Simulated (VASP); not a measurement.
# Bi2Se3 (C2/m) in VASP: single point with PBE

Aim: the single point of Bi2Se3 with PBE.

Everything below comes from runs of VASP 6.6.1. Logs are shortened: lines on timing, memory, paths and dates and some standing lists are left out, and cuts for length are marked.

## 1. The cell of the first run

Symmetry: C2/m, No. 12, monoclinic system. Conventional cell: a = 7.271 Å, b = 4.189 Å, c = 11.211 Å, α = 90.00°, β = 103.47°, γ = 90.00°. Bi (site symmetry m) has 6 Se at 2.88 to 3.11 Å within 3.8 Å. Se (site symmetry 2/m) has 6 Bi at 3.11 Å and 12 Se at 4.19 to 4.27 Å within 4.3 Å. Se (site symmetry m) has 3 Bi at 2.88 Å within 3.8 Å.

## 2. Single point, PBE (strain along c alone, the other axes held: +4.0 %, then relaxed in part)

Contents of INCAR:

```
SYSTEM = Bi2Se3
PREC     = Accurate       ! precision mode
ENCUT    = 520            ! plane-wave cutoff, eV
EDIFF    = 1E-7           ! SCF threshold, eV
ISMEAR   = 0              ! smearing method
SIGMA    = 0.02           ! smearing width, eV
LREAL    = .False.        ! projectors in reciprocal space
LASPH    = .True.         ! aspherical terms in the spheres
NELM     = 80             ! most SCF steps
ALGO     = Normal         ! electronic algorithm
ISIF     = 2              ! what is computed and relaxed
LWAVE    = .False.        ! write WAVECAR
LCHARG   = .False.        ! write CHGCAR
GGA      = PE             ! functional
NBANDS   = 32             ! bands
```

Contents of KPOINTS:

```
Automatic mesh
0
Gamma
  6 6 6
  0 0 0
```

Contents of POSCAR:

```
Bi2Se3
1.0
    2.0945825474      1.1198687961     10.8930830265
   -2.0945825474      1.1198687961     10.8930830265
    0.0000000000     -2.5153602190     10.9248130976
Bi Se
2 3
Direct
    0.3970928460      0.3970928460      0.3845410792
    0.6029071540      0.6029071540      0.6154589208
    0.0000000000      0.0000000000      0.0000000000
    0.2182912120      0.2182912120      0.2413137099
    0.7817087880      0.7817087880      0.7586862901
```

Potentials or basis: VASP PAW PBE potentials, release 64 (Bi_d, Se).

Run with:

```sh
> cat potpaw_PBE.64/Bi_d/POTCAR potpaw_PBE.64/Se/POTCAR > POTCAR
> mpirun -np 1 vasp_std > vasp.out
```

OUTCAR:

```text
SYSTEM = Bi2Se3
   PREC = Accurate
   ENCUT = 520
   EDIFF = 1E-7
   ISMEAR = 0
   LREAL = .False.
   LASPH = .True.
   NELM = 80
   ISIF = 2
   GGA = PE

 ion  position               nearest neighbor table
   1  0.397  0.397  0.385-   5 2.88   5 2.88   5 2.88   3 3.11   3 3.11   3 3.11
   2  0.603  0.603  0.615-   4 2.88   4 2.88   4 2.88   3 3.11   3 3.11   3 3.11
   3  0.000  0.000  0.000-   2 3.11   1 3.11   2 3.11   2 3.11   1 3.11   1 3.11
   4  0.218  0.218  0.241-   2 2.88   2 2.88   2 2.88
   5  0.782  0.782  0.759-   1 2.88   1 2.88   1 2.88

  LATTYP: Found a base centered monoclinic cell.
 ALAT       =     7.2707349806
 B/A-ratio  =     0.5761680361
 C/A-ratio  =     1.5418861759
 COS(beta)  =    -0.2328695408

  Lattice vectors:

 A1 = (   2.0945825474,   3.6352290151,  -0.0317300711)
 A2 = (  -2.0945825474,   3.6352290151,  -0.0317300711)
 A3 = (   0.0000000000,  -2.5153602190,  10.9248130976)

Analysis of symmetry for initial positions (statically):
=====================================================================
 Subroutine PRICEL returns:
 Original cell was already a primitive cell.

 Routine SETGRP: Setting up the symmetry group for a
 base centered monoclinic supercell.

 Subroutine GETGRP returns: Found  4 space group operations
 (whereof  4 operations were pure point group operations)
 out of a pool of  4 trial point group operations.

The static configuration has the point symmetry C_2h.

Analysis of symmetry for dynamics (positions and initial velocities):
=====================================================================
 Subroutine PRICEL returns:
 Original cell was already a primitive cell.

 Routine SETGRP: Setting up the symmetry group for a
 base centered monoclinic supercell.

 Subroutine GETGRP returns: Found  4 space group operations
 (whereof  4 operations were pure point group operations)
 out of a pool of  4 trial point group operations.

The dynamic configuration has the point symmetry C_2h.

 Subroutine INISYM returns: Found  4 space group operations
 (whereof  4 operations are pure point group operations),
 and found     1 'primitive' translations

----------------------------------------------------------------------------------------

                                     Primitive cell

  volume of cell :     166.0350

  direct lattice vectors                    reciprocal lattice vectors
     2.094582547  1.119868796 10.893083026     0.238711050  0.137819889  0.031732046
    -2.094582547  1.119868796 10.893083026    -0.238711050  0.137819889  0.031732046
     0.000000000 -2.515360219 10.924813098     0.000000000 -0.274839209  0.028254981

  length of vectors
    11.149019687 11.149019687 11.210645755     0.277460286  0.277460286  0.276287775

  position of ions in fractional coordinates (direct lattice)
     0.397092846  0.397092846  0.384541079
     0.602907154  0.602907154  0.615458921
     0.000000000  0.000000000  0.000000000
     0.218291212  0.218291212  0.241313710
     0.781708788  0.781708788  0.758686290

  ion indices of the primitive-cell ions
   primitive index   ion index
                 1           1
                 2           2
                 3           3
                 4           4
                 5           5

----------------------------------------------------------------------------------------

 KPOINTS: Automatic mesh

Automatic generation of k-mesh.
 Grid dimensions read from file:
 generate k-points for:    6    6    6

 Generating k-lattice:

  Cartesian coordinates                     Fractional coordinates (reciprocal lattice)
     0.039785175  0.022969982  0.005288674     0.166666667 -0.000000000  0.000000000
    -0.039785175  0.022969982  0.005288674    -0.000000000  0.166666667  0.000000000
     0.000000000 -0.045806535  0.004709164     0.000000000  0.000000000  0.166666667

  Length of vectors
     0.046243381  0.046243381  0.046047963

  Shift w.r.t. Gamma in fractional coordinates (k-lattice)
     0.000000000  0.000000000  0.000000000

 Subroutine IBZKPT returns following result:
 ===========================================

 Found     68 irreducible k-points:

 Following reciprocal coordinates:
            Coordinates               Weight
  0.000000  0.000000  0.000000      1.000000
  0.166667 -0.000000  0.000000      4.000000
  0.333333 -0.000000 -0.000000      4.000000
  0.500000  0.000000  0.000000      2.000000
  0.166667  0.166667 -0.000000      2.000000
  0.333333  0.166667  0.000000      4.000000
[... 16 lines left out ...]
 -0.333333  0.166667  0.166667      4.000000
 -0.166667  0.166667  0.166667      4.000000
 [... further k-points ...]
   k-points           NKPTS =     68   k-points in BZ     NKDIM =     68   number of bands    NBANDS=     32
   number of dos      NEDOS =    301   number of ions     NIONS =      5
   total plane-waves  NPLWV = 592704
   dimension x,y,z NGX =    84 NGY =   84 NGZ =   84
   dimension x,y,z NGXF=   168 NGYF=  168 NGZF=  168
   ions per type =               2   3
   NGX,Y,Z   is equivalent  to a cutoff of  12.53, 12.53, 12.46 a.u.
   NGXF,Y,Z  is equivalent  to a cutoff of  25.05, 25.05, 24.91 a.u.
 SYSTEM =  Bi2Se3
   PREC   = accura    normal or accurate (medium, high low for compatibility)
   ISTART =      0    job   : 0-new  1-cont  2-samecut
   ICHARG =      2    charge: 1-file 2-atom 10-const
   ISPIN  =      1    spin polarized calculation?
   LNONCOLLINEAR =      F non collinear calculations
   LSORBIT =      F    spin-orbit coupling
   LASPH  =      T    aspherical Exc in radial PAW
   ENCUT  =  520.0 eV  38.22 Ry    6.18 a.u.  20.73 20.73 20.84*2*pi/ulx,y,z
   NELM   =     80;   NELMIN=  2; NELMDL= -5     # of ELM steps
   EDIFF  = 0.1E-06   stopping-criterion for ELM
   LREAL  =      F    real-space projection
   EDIFFG = 0.1E-05   stopping-criterion for IOM
   NSW    =      0    number of steps for IOM
   IBRION =     -1    ionic relax: 0-MD 1-quasi-New 2-CG
   NFREE  =      0    steps in history (QN), initial steepest desc. (CG)
   ISIF   =      2    stress and relaxation
   ISYM   =      2    0-nonsym 1-usesym 2-fastsym
   POTIM  = 0.5000    time-step for ionic-motion
   TEBEG  =    0.0;   TEEND  =   0.0 temperature during run
   PSTRESS=    0.0 pullay stress
   NELECT =      48.0000    total number of electrons
   NUPDOWN=      -1.0000    fix difference up-down
   EMIN   =  10.00;   EMAX   =-10.00  energy-range for DOS
   EFERMI =   0.00;   METHOD = LEGACY
   ISMEAR =     0;   SIGMA  =   0.02  broadening in eV -4-tet -1-fermi 0-gaus
   EFERMI_NEDOS =   21; number of points for ismear=-14 and -15
   IALGO  =     38    algorithm
   IMIX   =      4    mixing-type and parameters
     AMIX     =   0.40;   BMIX     =  1.00
     AMIX_MAG =   1.60;   BMIX_MAG =  1.00
  volume/ion in A,a.u.               =      33.21       224.09
  Fermi-wavevector in a.u.,A,eV,Ry     =   1.082485  2.045601 15.942962  1.171775
  Thomas-Fermi vector in A             =   2.218528
   LORBIT       =      0    0 simple, 1 ext, 2 COOP (PROOUT), +10 PAW based schemes
   GGA     = PE    functional components
   LHFCALC =     F    Hartree Fock is set to
   AEXX    =    0.0000 exact exchange contribution
   IVDW    =     0    specifies the selected vdW correction
   LEPSILON=     F    determine dielectric tensor
   LRPA    =     F    only Hartree local field effects (RPA)
 non-spin polarized calculation
 Gauss-broadening in eV      SIGMA  =   0.02
  energy-cutoff  :      520.00
  volume of cell :      166.03
 maximum number of plane-waves:      4494
   NGX = 41   NGY = 41   NGZ = 41

 number of electron      47.9999995 magnetization

 Free energy of the ion-electron system (eV)
  ---------------------------------------------------
  ext. energy  EPLUGINS =         0.00000000
  ---------------------------------------------------
  free energy    TOTEN  =       -20.23292739 eV

  energy without entropy =      -20.23292739  energy(sigma->0) =      -20.23292739

 E-fermi :   3.0373     XC(G=0):  -8.5941

 val. band max:        2.8960610840   @ k =   0.5000   0.3333   0.5000
 cond. band min:       3.6509417960   @ k =   0.0000   0.0000   0.0000
 fundamental gap:      0.7548807120
 Fermi energy:         3.0373149588

 k-point     1 :       0.0000    0.0000    0.0000
  band No.  band energies     occupation
      1     -19.7138      2.00000
      2     -19.7134      2.00000
      3     -19.7125      2.00000
      4     -19.7122      2.00000
      5     -19.7101      2.00000
      6     -19.7081      2.00000
[... 24 lines left out ...]
     31       9.1817      0.00000
     32       9.5142      0.00000

 k-point     2 :       0.1667   -0.0000    0.0000
  band No.  band energies     occupation
      1     -19.7166      2.00000
      2     -19.7148      2.00000
      3     -19.7082      2.00000
      4     -19.7070      2.00000
      5     -19.7066      2.00000
      6     -19.7048      2.00000
[... 24 lines left out ...]
     31       8.8059      0.00000
     32       9.6008      0.00000

 k-point     3 :       0.3333   -0.0000   -0.0000
  band No.  band energies     occupation
      1     -19.7247      2.00000
      2     -19.7215      2.00000
      3     -19.7092      2.00000
      4     -19.7051      2.00000
      5     -19.7029      2.00000
      6     -19.6999      2.00000
[... 24 lines left out ...]
     31       7.8524      0.00000
     32       9.9838      0.00000

 k-point     4 :       0.5000    0.0000    0.0000
  band No.  band energies     occupation
      1     -19.7293      2.00000
      2     -19.7253      2.00000
      3     -19.7115      2.00000
      4     -19.7072      2.00000
      5     -19.7036      2.00000
      6     -19.6994      2.00000
[... 24 lines left out ...]
     31       7.6964      0.00000
     32       9.8639      0.00000

 k-point     5 :       0.1667    0.1667   -0.0000
  band No.  band energies     occupation
      1     -19.7170      2.00000
      2     -19.7152      2.00000
      3     -19.7080      2.00000
      4     -19.7067      2.00000
      5     -19.7065      2.00000
      6     -19.7046      2.00000
[... 584 lines left out ...]
     31       8.7553      0.00000
     32       9.7349      0.00000

 k-point    22 :       0.5000    0.1667    0.1667
  band No.  band energies     occupation
      1     -19.7247      2.00000
      2     -19.7215      2.00000
      3     -19.7092      2.00000
      4     -19.7051      2.00000
      5     -19.7029      2.00000
      6     -19.6999      2.00000
[... 24 lines left out ...]
     31       7.8389      0.00000
     32       9.9831      0.00000

 k-point    23 :      -0.3333    0.1667    0.1667
  band No.  band energies     occupation
      1     -19.7293      2.00000
      2     -19.7253      2.00000
      3     -19.7115      2.00000
      4     -19.7072      2.00000
      5     -19.7036      2.00000
      6     -19.6994      2.00000
[... 24 lines left out ...]
     31       7.8193      0.00000
     32       9.8179      0.00000

 k-point    24 :      -0.1667    0.1667    0.1667
  band No.  band energies     occupation
      1     -19.7247      2.00000
      2     -19.7215      2.00000
      3     -19.7092      2.00000
      4     -19.7050      2.00000
      5     -19.7029      2.00000
      6     -19.6998      2.00000
[... 24 lines left out ...]
     31       7.8626      0.00000
     32       9.8286      0.00000

 [... further k-points ...]

------------------------ aborting loop because EDIFF is reached ----------------------------------------

  FORCE on cell =-STRESS in cart. coord.  units (eV):
  Direction    XX          YY          ZZ          XY          YZ          ZX
  --------------------------------------------------------------------------------------
  -------------------------------------------------------------------------------------
  Total       -0.1541056     -0.2309858     -0.0799055      0.0000000      0.0168545      0.0000000
  in kB       -1.4870626     -2.2289291     -0.7710589      0.0000000      0.1626401      0.0000000
  external PRESSURE =      -1.4956835 kB  Pullay stress =       0.0000000 kB

 VOLUME and BASIS-vectors are now :
 -----------------------------------------------------------------------------
  energy-cutoff  :      520.00
  volume of cell :      166.03
      direct lattice vectors                 reciprocal lattice vectors
     2.094582547  1.119868796 10.893083026     0.238711050  0.137819889  0.031732046
    -2.094582547  1.119868796 10.893083026    -0.238711050  0.137819889  0.031732046
     0.000000000 -2.515360219 10.924813098     0.000000000 -0.274839209  0.028254981

 POSITION                                       TOTAL-FORCE (eV/Angst)
 -----------------------------------------------------------------------------------
      0.00000     -0.07788     12.85217         0.000000      0.000535     -0.003365
      0.00000     -0.19775     19.85881         0.000000     -0.000535      0.003365
      0.00000      0.00000      0.00000         0.000000     -0.000000     -0.000000
      0.00000     -0.11808      7.39204         0.000000     -0.001010     -0.007372
      0.00000     -0.15755     25.31894         0.000000      0.001010      0.007372
 -----------------------------------------------------------------------------------
    total drift:                               -0.000000     -0.000000      0.000000

  FREE ENERGIE OF THE ION-ELECTRON SYSTEM (eV)
  ---------------------------------------------------
  free  energy   TOTEN  =       -20.2329273883 eV

  energy  without entropy=      -20.2329273883  energy(sigma->0) =      -20.23292739
```

Wall time 31 min (1 thread of AMD EPYC 9R45 (Zen 5), shared host); peak memory 1.1 GiB.

What came out:

```
Free energy            : -20.2329 eV
Pressure               : -0.1 GPa
Largest force          : 0.007 eV/Å
Band gap on the k mesh : 0.75 eV (least direct gap 0.91 eV)
```

Forces in eV/Å, atoms in the order of the input:
```
Bi   0.000  0.001 -0.003
Bi   0.000 -0.001  0.003
Se   0.000  0.000  0.000
Se   0.000 -0.001 -0.007
Se   0.000  0.001  0.007
```

Caveat: the cell differs from its parent crystal (strain along c alone, the other axes held: +4.0 %, then relaxed in part); spin-orbit coupling is left out, which moves the levels of the heavy elements. A k mesh can miss the band edges.
